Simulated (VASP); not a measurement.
# NiPt (P4/mmm) in VASP: a series of runs

NiPt is run at these levels: LDA; tasks: single point.

Everything below comes from runs of VASP 6.6.1. Logs are shortened: lines on timing, memory, paths and dates and some standing lists are left out, and cuts for length are marked.

### Step 1. The cell of the first run

The structure is tetragonal, space group P4/mmm (No. 123). The conventional cell has a = 2.710 Å, b = 2.710 Å, c = 3.578 Å, α = 90.00°, β = 90.00°, γ = 90.00°. Within 3.6 Å of Ni (site symmetry 4/mmm) lie 8 Pt at 2.62 Å and 6 Ni at 2.71 to 3.58 Å. Pt (site symmetry 4/mmm) has 8 Ni at 2.62 Å and 6 Pt at 2.71 to 3.58 Å within 3.6 Å.

### Step 2. Single point, LDA, collinear spin, ferromagnetic start

The input, INCAR:

```
SYSTEM = NiPt
  PREC = Accurate
  ENCUT = 520
  EDIFF = 1E-6
  ISMEAR = -1
  SIGMA = 0.1
  LREAL = .FALSE.
  LASPH = .TRUE.
  NELM = 150
  ALGO = Normal
  ISIF = 2
  LWAVE = .FALSE.
  LCHARG = .TRUE.
  ISPIN = 2
  MAGMOM = 0.4 0.2
  LORBIT = 11
  LMAXMIX = 4
  LELF = .TRUE.
  LVHAR = .TRUE.
  NBANDS = 21
```

The input, KPOINTS:

```
regular mesh
0
G
  11 11 8
  0 0 0
```

The input, POSCAR:

```
NiPt
1.0
    2.7099397941      0.0000000000      0.0000000000
    0.0000000000      2.7099397941      0.0000000000
    0.0000000000      0.0000000000      3.5783200000
Ni Pt
1 1
Direct
    0.5000000000      0.5000000000      0.5000000000
    0.0000000000      0.0000000000      0.0000000000
```

Potentials or basis: VASP PAW LDA potentials, release 64 (Ni, Pt).

Command:

```sh
> cat potpaw_LDA.64/Ni/POTCAR potpaw_LDA.64/Pt/POTCAR > POTCAR
> mpirun -np 1 vasp_std > vasp.out
```

OUTCAR:

```text
SYSTEM = NiPt
   PREC = Accurate
   ENCUT = 520
   EDIFF = 1E-6
   ISMEAR = -1
   LREAL = .FALSE.
   LASPH = .TRUE.
   NELM = 150
   ISIF = 2
   ISPIN = 2
   LORBIT = 11

 ion  position               nearest neighbor table
   1  0.500  0.500  0.500-   2 2.62   2 2.62   2 2.62   2 2.62   2 2.62   2 2.62   2 2.62   2 2.62

   2  0.000  0.000  0.000-   1 2.62   1 2.62   1 2.62   1 2.62   1 2.62   1 2.62   1 2.62   1 2.62

  LATTYP: Found a simple tetragonal cell.
 ALAT       =     2.7099397941
 C/A-ratio  =     1.3204426193

  Lattice vectors:

 A1 = (   2.7099397941,   0.0000000000,   0.0000000000)
 A2 = (   0.0000000000,   2.7099397941,   0.0000000000)
 A3 = (   0.0000000000,   0.0000000000,   3.5783200000)

Analysis of symmetry for initial positions (statically):
=====================================================================
 Subroutine PRICEL returns:
 Original cell was already a primitive cell.

 Routine SETGRP: Setting up the symmetry group for a
 simple tetragonal supercell.

 Subroutine GETGRP returns: Found 16 space group operations
 (whereof 16 operations were pure point group operations)
 out of a pool of 16 trial point group operations.

The static configuration has the point symmetry D_4h.

Analysis of symmetry for dynamics (positions and initial velocities):
=====================================================================
 Subroutine PRICEL returns:
 Original cell was already a primitive cell.

 Routine SETGRP: Setting up the symmetry group for a
 simple tetragonal supercell.

 Subroutine GETGRP returns: Found 16 space group operations
 (whereof 16 operations were pure point group operations)
 out of a pool of 16 trial point group operations.

The dynamic configuration has the point symmetry D_4h.

Analysis of structural, dynamic, and magnetic symmetry:
=====================================================================
 Subroutine PRICEL returns:
 Original cell was already a primitive cell.

 Routine SETGRP: Setting up the symmetry group for a
 simple tetragonal supercell.

 Subroutine GETGRP returns: Found 16 space group operations
 (whereof 16 operations were pure point group operations)
 out of a pool of 16 trial point group operations.

The overall configuration has the point symmetry D_4h.

 Subroutine INISYM returns: Found 16 space group operations
 (whereof 16 operations are pure point group operations),
 and found     1 'primitive' translations

----------------------------------------------------------------------------------------

                                     Primitive cell

  volume of cell :      26.2784

  direct lattice vectors                    reciprocal lattice vectors
     2.709939794  0.000000000  0.000000000     0.369011888  0.000000000  0.000000000
     0.000000000  2.709939794  0.000000000     0.000000000  0.369011888  0.000000000
     0.000000000  0.000000000  3.578320000     0.000000000  0.000000000  0.279460753

  length of vectors
     2.709939794  2.709939794  3.578320000     0.369011888  0.369011888  0.279460753

  position of ions in fractional coordinates (direct lattice)
     0.500000000  0.500000000  0.500000000
     0.000000000  0.000000000  0.000000000

  ion indices of the primitive-cell ions
   primitive index   ion index
                 1           1
                 2           2

----------------------------------------------------------------------------------------

 KPOINTS: regular mesh

Automatic generation of k-mesh.
 Grid dimensions read from file:
 generate k-points for:   11   11    8

 Generating k-lattice:

  Cartesian coordinates                     Fractional coordinates (reciprocal lattice)
     0.033546535  0.000000000  0.000000000     0.090909091  0.000000000  0.000000000
     0.000000000  0.033546535  0.000000000     0.000000000  0.090909091  0.000000000
     0.000000000  0.000000000  0.034932594     0.000000000  0.000000000  0.125000000

  Length of vectors
     0.033546535  0.033546535  0.034932594

  Shift w.r.t. Gamma in fractional coordinates (k-lattice)
     0.000000000  0.000000000  0.000000000

 Subroutine IBZKPT returns following result:
 ===========================================

 Found    105 irreducible k-points:

 Following reciprocal coordinates:
            Coordinates               Weight
  0.000000  0.000000  0.000000      1.000000
  0.090909  0.000000  0.000000      4.000000
  0.181818  0.000000  0.000000      4.000000
  0.272727  0.000000  0.000000      4.000000
  0.363636  0.000000  0.000000      4.000000
  0.454545  0.000000  0.000000      4.000000
[... 16 lines left out ...]
  0.090909  0.000000  0.125000      8.000000
  0.181818  0.000000  0.125000      8.000000
 [... further k-points ...]
   k-points           NKPTS =    105   k-points in BZ     NKDIM =    105   number of bands    NBANDS=     21
   number of dos      NEDOS =    301   number of ions     NIONS =      2
   total plane-waves  NPLWV =  11200
   dimension x,y,z NGX =    20 NGY =   20 NGZ =   28
   dimension x,y,z NGXF=    40 NGYF=   40 NGZF=   56
   ions per type =               1   1
   NGX,Y,Z   is equivalent  to a cutoff of  12.27, 12.27, 13.01 a.u.
   NGXF,Y,Z  is equivalent  to a cutoff of  24.54, 24.54, 26.02 a.u.
 SYSTEM =  NiPt
   PREC   = accura    normal or accurate (medium, high low for compatibility)
   ISTART =      0    job   : 0-new  1-cont  2-samecut
   ICHARG =      2    charge: 1-file 2-atom 10-const
   ISPIN  =      2    spin polarized calculation?
   LNONCOLLINEAR =      F non collinear calculations
   LSORBIT =      F    spin-orbit coupling
   LASPH  =      T    aspherical Exc in radial PAW
   ENCUT  =  520.0 eV  38.22 Ry    6.18 a.u.   5.04  5.04  6.65*2*pi/ulx,y,z
   NELM   =    150;   NELMIN=  2; NELMDL= -5     # of ELM steps
   EDIFF  = 0.1E-05   stopping-criterion for ELM
   LREAL  =      F    real-space projection
   EDIFFG = 0.1E-04   stopping-criterion for IOM
   NSW    =      0    number of steps for IOM
   IBRION =     -1    ionic relax: 0-MD 1-quasi-New 2-CG
   NFREE  =      0    steps in history (QN), initial steepest desc. (CG)
   ISIF   =      2    stress and relaxation
   ISYM   =      2    0-nonsym 1-usesym 2-fastsym
   POTIM  = 0.5000    time-step for ionic-motion
   TEBEG  =    0.0;   TEEND  =   0.0 temperature during run
   PSTRESS=    0.0 pullay stress
   NELECT =      20.0000    total number of electrons
   NUPDOWN=      -1.0000    fix difference up-down
   EMIN   =  10.00;   EMAX   =-10.00  energy-range for DOS
   EFERMI =   0.00;   METHOD = LEGACY
   ISMEAR =    -1;   SIGMA  =   0.10  broadening in eV -4-tet -1-fermi 0-gaus
   EFERMI_NEDOS =   21; number of points for ismear=-14 and -15
   IALGO  =     38    algorithm
   IMIX   =      4    mixing-type and parameters
     AMIX     =   0.40;   BMIX     =  1.00
     AMIX_MAG =   1.60;   BMIX_MAG =  1.00
  volume/ion in A,a.u.               =      13.14        88.67
  Fermi-wavevector in a.u.,A,eV,Ry     =   1.494693  2.824560 30.396875  2.234107
  Thomas-Fermi vector in A             =   2.606933
   LORBIT       =     11    0 simple, 1 ext, 2 COOP (PROOUT), +10 PAW based schemes
   GGA     = CA    functional components
   LHFCALC =     F    Hartree Fock is set to
   AEXX    =    0.0000 exact exchange contribution
   IVDW    =     0    specifies the selected vdW correction
   LEPSILON=     F    determine dielectric tensor
   LRPA    =     F    only Hartree local field effects (RPA)
 spin polarized calculation
  energy-cutoff  :      520.00
  volume of cell :       26.28
 maximum number of plane-waves:       724
   NGX = 11   NGY = 11   NGZ = 13

 number of electron      20.0000010 magnetization       0.3596854

 Free energy of the ion-electron system (eV)
  ---------------------------------------------------
  ext. energy  EPLUGINS =         0.00000000
  ---------------------------------------------------
  free energy    TOTEN  =       -14.25445357 eV

  energy without entropy =      -14.13232485  energy(sigma->0) =      -14.19338921

 E-fermi :  10.0259     XC(G=0): -13.5768

 val. band max:       10.0221032047   @ k =   0.4545   0.4545   0.0000
 cond. band min:      10.0263269939   @ k =   0.3636   0.0000   0.0000
 fundamental gap:      0.0042237892
 Fermi energy:        10.0259353116

 spin component 1

 k-point     1 :       0.0000    0.0000    0.0000
  band No.  band energies     occupation
      1       0.3968      1.00000
      2       4.0022      1.00000
      3       4.0835      1.00000
      4       7.1274      1.00000
      5       7.1274      1.00000
      6       8.0801      1.00000
[... 13 lines left out ...]
     20      32.2094      0.00000
     21      34.1029      0.00000

 k-point     2 :       0.0909    0.0000    0.0000
  band No.  band energies     occupation
      1       0.6136      1.00000
      2       4.1100      1.00000
      3       4.2402      1.00000
      4       7.0138      1.00000
      5       7.1903      1.00000
      6       8.1237      1.00000
[... 13 lines left out ...]
     20      32.6147      0.00000
     21      33.6986      0.00000

 k-point     3 :       0.1818    0.0000    0.0000
  band No.  band energies     occupation
      1       1.2251      1.00000
      2       4.3458      1.00000
      3       4.7508      1.00000
      4       6.6814      1.00000
      5       7.3742      1.00000
      6       8.2029      1.00000
[... 13 lines left out ...]
     20      33.7591      0.00000
     21      34.3447      0.00000
[... 457 lines left out ...]
 k-point    23 :       0.0909    0.0000    0.1250
  band No.  band energies     occupation
      1       0.8190      1.00000
      2       4.1639      1.00000
      3       4.3193      1.00000
      4       7.0578      1.00000
      5       7.2409      1.00000
      6       8.0615      1.00000
[... 13 lines left out ...]
     20      32.4010      0.00000
     21      34.1962      0.00000

 k-point    24 :       0.1818    0.0000    0.1250
  band No.  band energies     occupation
      1       1.4171      1.00000
      2       4.3902      1.00000
      3       4.8362      1.00000
      4       6.6789      1.00000
      5       7.3558      1.00000
      6       8.1741      1.00000
[... 13 lines left out ...]
     20      34.3915      0.00000
     21      34.5103      0.00000

 [... further k-points ...]

 spin component 2

 k-point     1 :       0.0000    0.0000    0.0000
  band No.  band energies     occupation
      1       0.4177      1.00000
      2       4.0623      1.00000
      3       4.1430      1.00000
      4       7.2737      1.00000
      5       7.2737      1.00000
      6       8.2741      1.00000
[... 13 lines left out ...]
     20      32.2253      0.00000
     21      34.1242      0.00000

 k-point     2 :       0.0909    0.0000    0.0000
  band No.  band energies     occupation
      1       0.6345      1.00000
      2       4.1700      1.00000
      3       4.3005      1.00000
      4       7.1489      1.00000
      5       7.3371      1.00000
      6       8.3175      1.00000
[... 13 lines left out ...]
     20      32.6311      0.00000
     21      33.7251      0.00000

 k-point     3 :       0.1818    0.0000    0.0000
  band No.  band energies     occupation
      1       1.2464      1.00000
      2       4.4054      1.00000
      3       4.8134      1.00000
      4       6.7877      1.00000
      5       7.5225      1.00000
      6       8.3945      1.00000
[... 13 lines left out ...]
     20      33.7770      0.00000
     21      34.3865      0.00000
[... 457 lines left out ...]
 k-point    23 :       0.0909    0.0000    0.1250
  band No.  band energies     occupation
      1       0.8400      1.00000
      2       4.2231      1.00000
      3       4.3783      1.00000
      4       7.1891      1.00000
      5       7.3858      1.00000
      6       8.2555      1.00000
[... 13 lines left out ...]
     20      32.4225      0.00000
     21      34.2158      0.00000

 k-point    24 :       0.1818    0.0000    0.1250
  band No.  band energies     occupation
      1       1.4388      1.00000
      2       4.4489      1.00000
      3       4.8979      1.00000
      4       6.7782      1.00000
      5       7.5015      1.00000
      6       8.3674      1.00000
[... 13 lines left out ...]
     20      34.4227      0.00000
     21      34.5485      0.00000

 [... further k-points ...]

------------------------ aborting loop because EDIFF is reached ----------------------------------------

  FORCE on cell =-STRESS in cart. coord.  units (eV):
  Direction    XX          YY          ZZ          XY          YZ          ZX
  --------------------------------------------------------------------------------------
  -------------------------------------------------------------------------------------
  Total       -2.0584821     -2.0584821     -1.9082302      0.0000000      0.0000000      0.0000000
  in kB     -125.5044762   -125.5044762   -116.3437011      0.0000000      0.0000000      0.0000000
  external PRESSURE =    -122.4508845 kB  Pullay stress =       0.0000000 kB

 VOLUME and BASIS-vectors are now :
 -----------------------------------------------------------------------------
  energy-cutoff  :      520.00
  volume of cell :       26.28
      direct lattice vectors                 reciprocal lattice vectors
     2.709939794  0.000000000  0.000000000     0.369011888  0.000000000  0.000000000
     0.000000000  2.709939794  0.000000000     0.000000000  0.369011888  0.000000000
     0.000000000  0.000000000  3.578320000     0.000000000  0.000000000  0.279460753

 POSITION                                       TOTAL-FORCE (eV/Angst)
 -----------------------------------------------------------------------------------
      1.35497      1.35497      1.78916         0.000000      0.000000      0.000000
      0.00000      0.00000      0.00000         0.000000      0.000000      0.000000
 -----------------------------------------------------------------------------------
    total drift:                               -0.000000      0.000000      0.000000

  FREE ENERGIE OF THE ION-ELECTRON SYSTEM (eV)
  ---------------------------------------------------
  free  energy   TOTEN  =       -14.2544535688 eV

  energy  without entropy=      -14.1323248547  energy(sigma->0) =      -14.19338921

 total charge

# of ion       s       p       d       tot
------------------------------------------
    1        0.439   0.462   8.342   9.243
    2        0.701   0.633   8.035   9.369
--------------------------------------------------
tot          1.140   1.096  16.377  18.613

 magnetization (x)

# of ion       s       p       d       tot
------------------------------------------
    1       -0.001  -0.002   0.256   0.253
    2       -0.002  -0.006   0.112   0.105
--------------------------------------------------
tot         -0.002  -0.008   0.368   0.358
```

Run time: 52 s. Hardware: 1 thread of AMD EPYC 9R45 (Zen 5), shared host; peak memory 0.17 GiB.

Results:

* Free energy: -14.2545 eV
* Pressure: -12.2 GPa
* Net moment: 0.36 μB per cell
* Site moments: Ni +0.25; Pt +0.10 μB
* Valence electrons inside the program's atomic spheres: Ni 9.24; Pt 9.37

Stress tensor (GPa, compression positive):
```
-12.55   0.00   0.00
  0.00 -12.55   0.00
  0.00   0.00 -11.63
```

Caveat: the cell stands under tension; spin-orbit coupling is left out, which moves the levels of the heavy elements.

### Step 3. Single point, LDA, collinear spin

The input, INCAR:

```
SYSTEM = NiPt
ALGO = Normal
EDIFF = 1E-6
ENCUT = 520
ISIF = 2
ISMEAR = -1
ISPIN = 2
LASPH = .TRUE.
LCHARG = .TRUE.
LELF = .TRUE.
LMAXMIX = 4
LORBIT = 11
LREAL = .FALSE.
LVHAR = .TRUE.
LWAVE = .FALSE.
MAGMOM = 0.099 0.051
NBANDS = 21
NELM = 150
NUPDOWN = 0.15
PREC = Accurate
SIGMA = 0.1
```

The input, KPOINTS:

```
k-points
0
G
  11 11 8
  0 0 0
```

POSCAR is that of step 2.

Potentials or basis: VASP PAW LDA potentials, release 64 (Ni, Pt).

Command:

```sh
> cat potpaw_LDA.64/Ni/POTCAR potpaw_LDA.64/Pt/POTCAR > POTCAR
> mpirun -np 1 vasp_std > vasp.out
```

Run time: 61 s. Hardware: 1 thread of AMD EPYC 9R45 (Zen 5), shared host; peak memory 0.17 GiB.

Results (log left out):

```yaml
Free_energy: -14.2544 eV
Pressure: -12.5 GPa
Net_moment: 0.15 μB per cell
Site_moments: Ni +0.11; Pt +0.04 μB
Valence_electrons_inside_the_program's_atomic_spheres: Ni 9.24; Pt 9.37
```

Stress tensor (GPa, compression positive):
```
-12.78   0.00   0.00
  0.00 -12.78   0.00
  0.00   0.00 -11.99
```

Caveat: the cell stands under tension; spin-orbit coupling is left out, which moves the levels of the heavy elements; the total moment is fixed, so each spin has its own Fermi level.

[end of part 1 of 2]
